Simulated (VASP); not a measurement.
# MgTlSe2 (I4/mcm) in VASP: single point with PBE

Aim: the single point of MgTlSe2 with PBE.

Program: VASP 6.6.1. These are calculated values, not measurements. Logs are shortened: lines on timing, memory, paths and dates and some standing lists are left out, and cuts for length are marked.

### Step 1. The cell of the first run

The structure is tetragonal, space group I4/mcm (No. 140). The conventional cell has a = 8.098 Å, b = 8.098 Å, c = 6.300 Å, α = 90.00°, β = 90.00°, γ = 90.00°. Within 4.1 Å of Tl (site symmetry 422) lie 2 Tl at 3.15 Å and 8 Se at 3.40 Å and 4 Mg at 4.05 Å. Se (site symmetry m2m) has 2 Mg at 2.47 Å within 3.3 Å. Mg (site symmetry -42m) has 4 Se at 2.47 Å and 2 Mg at 3.15 Å within 3.3 Å.

### Step 2. Single point, PBE

INCAR

```
SYSTEM = MgTlSe2
PREC = Accurate
ENCUT = 520
EDIFF = 1E-6
ISMEAR = -1
SIGMA = 0.1
LREAL = .FALSE.
LASPH = .TRUE.
NELM = 60
ALGO = Normal
ISIF = 2
LWAVE = .FALSE.
LCHARG = .TRUE.
GGA = PE
LELF = .TRUE.
LVHAR = .TRUE.
NBANDS = 37
```

KPOINTS

```
regular mesh
0
G
  7 7 7
  0 0 0
```

POSCAR

```
MgTlSe2
1.0
    0.0000000000      0.0000000000      6.2996310000
    4.0491930000     -4.0491930000      3.1498150000
    4.0491930000      4.0491930000     -3.1498150000
Tl Se Mg
2 4 2
Direct
    0.2500000000      0.0000000000      0.0000000000
    0.7500000000      0.0000000000      0.0000000000
    0.6667000000      0.5000000000      0.8334000000
    0.1667000000      0.1666000000      0.5000000000
    0.3333000000      0.5000000000      0.1666000000
    0.8333000000      0.8334000000      0.5000000000
    0.7500000000      0.5000000000      0.5000000000
    0.2500000000      0.5000000000      0.5000000000
```

Potentials or basis: VASP PAW PBE potentials, release 64 (Tl_d, Se, Mg).

On the command line:

```
$ cat potpaw_PBE.64/Tl_d/POTCAR potpaw_PBE.64/Se/POTCAR potpaw_PBE.64/Mg/POTCAR > POTCAR
$ mpirun -np 1 vasp_std > vasp.out
```

OUTCAR:

```text
SYSTEM = MgTlSe2
   PREC = Accurate
   ENCUT = 520
   EDIFF = 1E-6
   ISMEAR = -1
   LREAL = .FALSE.
   LASPH = .TRUE.
   NELM = 60
   ISIF = 2
   GGA = PE

 ion  position               nearest neighbor table
   1  0.250  0.000  0.000-   2 3.15   2 3.15   5 3.40   4 3.40   5 3.40   4 3.40   3 3.40   6 3.40
                             6 3.40   3 3.40
   2  0.750  0.000  0.000-   1 3.15   1 3.15   6 3.40   3 3.40   3 3.40   6 3.40   5 3.40   4 3.40
                             5 3.40   4 3.40
   3  0.667  0.500  0.833-   7 2.47   8 2.47   2 3.40   2 3.40   1 3.40   1 3.40
   4  0.167  0.167  0.500-   8 2.47   7 2.47   1 3.40   1 3.40   2 3.40   2 3.40
   5  0.333  0.500  0.167-   8 2.47   7 2.47   1 3.40   1 3.40   2 3.40   2 3.40
   6  0.833  0.833  0.500-   7 2.47   8 2.47   2 3.40   2 3.40   1 3.40   1 3.40
   7  0.750  0.500  0.500-   3 2.47   6 2.47   5 2.47   4 2.47   8 3.15   8 3.15
   8  0.250  0.500  0.500-   4 2.47   5 2.47   3 2.47   6 2.47   7 3.15   7 3.15

  LATTYP: Found a body centered tetragonal cell.
 ALAT       =     8.0983860000
 C/A-ratio  =     0.7778872235

  Lattice vectors:

 A1 = (   4.0491930000,  -4.0491930000,  -3.1498160000)
 A2 = (  -4.0491930000,   4.0491930000,  -3.1498150000)
 A3 = (   4.0491930000,   4.0491930000,   3.1498160000)

Analysis of symmetry for initial positions (statically):
=====================================================================
 Subroutine PRICEL returns:
 Original cell was already a primitive cell.

 Routine SETGRP: Setting up the symmetry group for a
 body centered tetragonal supercell.

 Subroutine GETGRP returns: Found 16 space group operations
 (whereof  8 operations were pure point group operations)
 out of a pool of 16 trial point group operations.

The static configuration has the point symmetry C_4h.
 The point group associated with its full space group is D_4h.

Analysis of symmetry for dynamics (positions and initial velocities):
=====================================================================
 Subroutine PRICEL returns:
 Original cell was already a primitive cell.

 Routine SETGRP: Setting up the symmetry group for a
 body centered tetragonal supercell.

 Subroutine GETGRP returns: Found 16 space group operations
 (whereof  8 operations were pure point group operations)
 out of a pool of 16 trial point group operations.

The dynamic configuration has the point symmetry C_4h.
 The point group associated with its full space group is D_4h.

 Subroutine INISYM returns: Found 16 space group operations
 (whereof  8 operations are pure point group operations),
 and found     1 'primitive' translations

----------------------------------------------------------------------------------------

                                     Primitive cell

  volume of cell :     206.5770

  direct lattice vectors                    reciprocal lattice vectors
     0.000000000  0.000000000  6.299631000     0.000000000  0.123481375  0.158739456
     4.049193000 -4.049193000  3.149815000     0.123481395 -0.123481395  0.000000000
     4.049193000  4.049193000 -3.149815000     0.123481395  0.123481395  0.000000000

  length of vectors
     6.299631000  6.535538420  6.535538420     0.201111574  0.174629063  0.174629063

  position of ions in fractional coordinates (direct lattice)
     0.250000000  0.000000000  0.000000000
     0.750000000  0.000000000  0.000000000
     0.666700000  0.500000000  0.833400000
     0.166700000  0.166600000  0.500000000
     0.333300000  0.500000000  0.166600000
     0.833300000  0.833400000  0.500000000
     0.750000000  0.500000000  0.500000000
     0.250000000  0.500000000  0.500000000

  ion indices of the primitive-cell ions
   primitive index   ion index
                 1           1
                 2           2
                 3           3
                 4           4
                 5           5
                 6           6
                 7           7
                 8           8

----------------------------------------------------------------------------------------

 KPOINTS: regular mesh

Automatic generation of k-mesh.
 Grid dimensions read from file:
 generate k-points for:    7    7    7

 Generating k-lattice:

  Cartesian coordinates                     Fractional coordinates (reciprocal lattice)
     0.000000000  0.017640196  0.022677065     0.142857143  0.000000000  0.000000000
     0.017640199 -0.017640199  0.000000000     0.000000000  0.142857143  0.000000000
     0.017640199  0.017640199  0.000000000     0.000000000  0.000000000  0.142857143

  Length of vectors
     0.028730225  0.024947009  0.024947009

  Shift w.r.t. Gamma in fractional coordinates (k-lattice)
     0.000000000  0.000000000  0.000000000

 Subroutine IBZKPT returns following result:
 ===========================================

 Found     40 irreducible k-points:

 Following reciprocal coordinates:
            Coordinates               Weight
  0.000000  0.000000  0.000000      1.000000
  0.142857 -0.000000  0.000000      8.000000
  0.285714  0.000000  0.000000      8.000000
  0.428571 -0.000000  0.000000      8.000000
  0.000000  0.142857  0.000000      4.000000
  0.285714  0.142857  0.000000      8.000000
[... 16 lines left out ...]
 -0.285714  0.285714  0.142857      8.000000
  0.000000  0.428571  0.142857      8.000000
 [... further k-points ...]
   k-points           NKPTS =     40   k-points in BZ     NKDIM =     40   number of bands    NBANDS=     37
   number of dos      NEDOS =    301   number of ions     NIONS =      8
   total plane-waves  NPLWV = 120000
   dimension x,y,z NGX =    48 NGY =   50 NGZ =   50
   dimension x,y,z NGXF=    96 NGYF=  100 NGZF=  100
   ions per type =               2   4   2
   NGX,Y,Z   is equivalent  to a cutoff of  12.67, 12.72, 12.72 a.u.
   NGXF,Y,Z  is equivalent  to a cutoff of  25.33, 25.44, 25.44 a.u.
 SYSTEM =  MgTlSe2
   PREC   = accura    normal or accurate (medium, high low for compatibility)
   ISTART =      0    job   : 0-new  1-cont  2-samecut
   ICHARG =      2    charge: 1-file 2-atom 10-const
   ISPIN  =      1    spin polarized calculation?
   LNONCOLLINEAR =      F non collinear calculations
   LSORBIT =      F    spin-orbit coupling
   LASPH  =      T    aspherical Exc in radial PAW
   ENCUT  =  520.0 eV  38.22 Ry    6.18 a.u.  11.71 12.15 12.15*2*pi/ulx,y,z
   NELM   =     60;   NELMIN=  2; NELMDL= -5     # of ELM steps
   EDIFF  = 0.1E-05   stopping-criterion for ELM
   LREAL  =      F    real-space projection
   EDIFFG = 0.1E-04   stopping-criterion for IOM
   NSW    =      0    number of steps for IOM
   IBRION =     -1    ionic relax: 0-MD 1-quasi-New 2-CG
   NFREE  =      0    steps in history (QN), initial steepest desc. (CG)
   ISIF   =      2    stress and relaxation
   ISYM   =      2    0-nonsym 1-usesym 2-fastsym
   POTIM  = 0.5000    time-step for ionic-motion
   TEBEG  =    0.0;   TEEND  =   0.0 temperature during run
   PSTRESS=    0.0 pullay stress
   NELECT =      54.0000    total number of electrons
   NUPDOWN=      -1.0000    fix difference up-down
   EMIN   =  10.00;   EMAX   =-10.00  energy-range for DOS
   EFERMI =   0.00;   METHOD = LEGACY
   ISMEAR =    -1;   SIGMA  =   0.10  broadening in eV -4-tet -1-fermi 0-gaus
   EFERMI_NEDOS =   21; number of points for ismear=-14 and -15
   IALGO  =     38    algorithm
   IMIX   =      4    mixing-type and parameters
     AMIX     =   0.40;   BMIX     =  1.00
     AMIX_MAG =   1.60;   BMIX_MAG =  1.00
  volume/ion in A,a.u.               =      25.82       174.26
  Fermi-wavevector in a.u.,A,eV,Ry     =   1.046756  1.978082 14.907874  1.095698
  Thomas-Fermi vector in A             =   2.181607
   LORBIT       =      0    0 simple, 1 ext, 2 COOP (PROOUT), +10 PAW based schemes
   GGA     = PE    functional components
   LHFCALC =     F    Hartree Fock is set to
   AEXX    =    0.0000 exact exchange contribution
   IVDW    =     0    specifies the selected vdW correction
   LEPSILON=     F    determine dielectric tensor
   LRPA    =     F    only Hartree local field effects (RPA)
 non-spin polarized calculation
  energy-cutoff  :      520.00
  volume of cell :      206.58
 maximum number of plane-waves:      5607
   NGX = 23   NGY = 25   NGZ = 25

 number of electron      54.0000003 magnetization

 Free energy of the ion-electron system (eV)
  ---------------------------------------------------
  ext. energy  EPLUGINS =         0.00000000
  ---------------------------------------------------
  free energy    TOTEN  =       -25.24246216 eV

  energy without entropy =      -24.96985351  energy(sigma->0) =      -25.10615783

 E-fermi :   2.5475     XC(G=0):  -9.1828

 val. band max:        2.5360077993   @ k =  -0.2857   0.2857   0.1429
 cond. band min:       2.5507856407   @ k =  -0.4286   0.2857   0.1429
 fundamental gap:      0.0147778414
 Fermi energy:         2.5474780999

 k-point     1 :       0.0000    0.0000    0.0000
  band No.  band energies     occupation
      1      -9.6000      2.00000
      2      -8.8855      2.00000
      3      -8.6552      2.00000
      4      -8.6552      2.00000
      5      -8.3354      2.00000
      6      -7.7460      2.00000
[... 29 lines left out ...]
     36       9.3692      0.00000
     37       9.8793      0.00000

 k-point     2 :       0.1429   -0.0000    0.0000
  band No.  band energies     occupation
      1      -9.5420      2.00000
      2      -8.8899      2.00000
      3      -8.6686      2.00000
      4      -8.6661      2.00000
      5      -8.2865      2.00000
      6      -7.7650      2.00000
[... 29 lines left out ...]
     36       9.4116      0.00000
     37       9.4945      0.00000

 k-point     3 :       0.2857    0.0000    0.0000
  band No.  band energies     occupation
      1      -9.3826      2.00000
      2      -8.9054      2.00000
      3      -8.7097      2.00000
      4      -8.7049      2.00000
      5      -8.1491      2.00000
      6      -7.7754      2.00000
[... 29 lines left out ...]
     36       9.0740      0.00000
     37       9.3623      0.00000
[... 761 lines left out ...]
 k-point    23 :      -0.2857    0.2857    0.1429
  band No.  band energies     occupation
      1      -9.2120      2.00000
      2      -8.9264      2.00000
      3      -8.8697      2.00000
      4      -8.6469      2.00000
      5      -8.1488      2.00000
      6      -7.8673      2.00000
[... 29 lines left out ...]
     36       9.0300      0.00000
     37       9.1399      0.00000

 k-point    24 :       0.0000    0.4286    0.1429
  band No.  band energies     occupation
      1      -9.2791      2.00000
      2      -8.9760      2.00000
      3      -8.7898      2.00000
      4      -8.5900      2.00000
      5      -8.3350      2.00000
      6      -7.9365      2.00000
[... 29 lines left out ...]
     36       8.7122      0.00000
     37       9.7458      0.00000

 [... further k-points ...]
[... 5 lines left out ...]
  --------------------------------------------------------------------------------------
  -------------------------------------------------------------------------------------
  Total        3.1206705      3.1206705     10.3379398      0.0000000      0.0000004     -0.0000000
  in kB       24.2034029     24.2034029     80.1793475      0.0000000      0.0000030     -0.0000000
  external PRESSURE =      42.8620511 kB  Pullay stress =       0.0000000 kB

 VOLUME and BASIS-vectors are now :
 -----------------------------------------------------------------------------
  energy-cutoff  :      520.00
  volume of cell :      206.58
      direct lattice vectors                 reciprocal lattice vectors
     0.000000000  0.000000000  6.299631000     0.000000000  0.123481375  0.158739456
     4.049193000 -4.049193000  3.149815000     0.123481395 -0.123481395  0.000000000
     4.049193000  4.049193000 -3.149815000     0.123481395  0.123481395  0.000000000

 POSITION                                       TOTAL-FORCE (eV/Angst)
 -----------------------------------------------------------------------------------
      0.00000      0.00000      1.57491        -0.000000     -0.000000      0.000000
      0.00000      0.00000      4.72472        -0.000000     -0.000000      0.000000
      5.39919      1.35000      3.14982         0.826407      0.826407      0.000000
      2.69919      1.35000      0.00000        -0.826407      0.826407      0.000000
      2.69919     -1.35000      3.14982        -0.826407     -0.826407     -0.000000
      5.39919     -1.35000      6.29963         0.826407     -0.826407     -0.000000
      4.04919      0.00000      4.72472        -0.000000     -0.000000      0.000000
      4.04919      0.00000      1.57491        -0.000000     -0.000000      0.000000
 -----------------------------------------------------------------------------------
    total drift:                               -0.000000     -0.000000      0.000000

  FREE ENERGIE OF THE ION-ELECTRON SYSTEM (eV)
  ---------------------------------------------------
  free  energy   TOTEN  =       -25.2424621567 eV

  energy  without entropy=      -24.9698535092  energy(sigma->0) =      -25.10615783
```

It took 4.9 min on 1 thread of Intel Xeon Platinum 8375C at 2.90GHz (Ice Lake), shared host; peak memory 0.51 GiB.

What came out:

| Property | Result |
| --- | --- |
| Free energy | -25.2425 eV |
| Pressure | 4.3 GPa |
| Largest force | 1.169 eV/Å |
| Band gap on the k mesh | zero (band 27 reaches 2.58 eV, above the bottom of band 28 at 2.35 eV) |

Forces on the atoms (eV/Å):
```
Tl   0.000  0.000  0.000
Tl   0.000  0.000  0.000
Se   0.826  0.826  0.000
Se  -0.826  0.826  0.000
Se  -0.826 -0.826  0.000
Se   0.826 -0.826  0.000
Mg   0.000  0.000  0.000
Mg   0.000  0.000  0.000
```

Caveat: spin-orbit coupling is left out, which moves the levels of the heavy elements; forces of over 1 eV/Å act on the atoms, so gaps and moduli don't describe the material at rest.
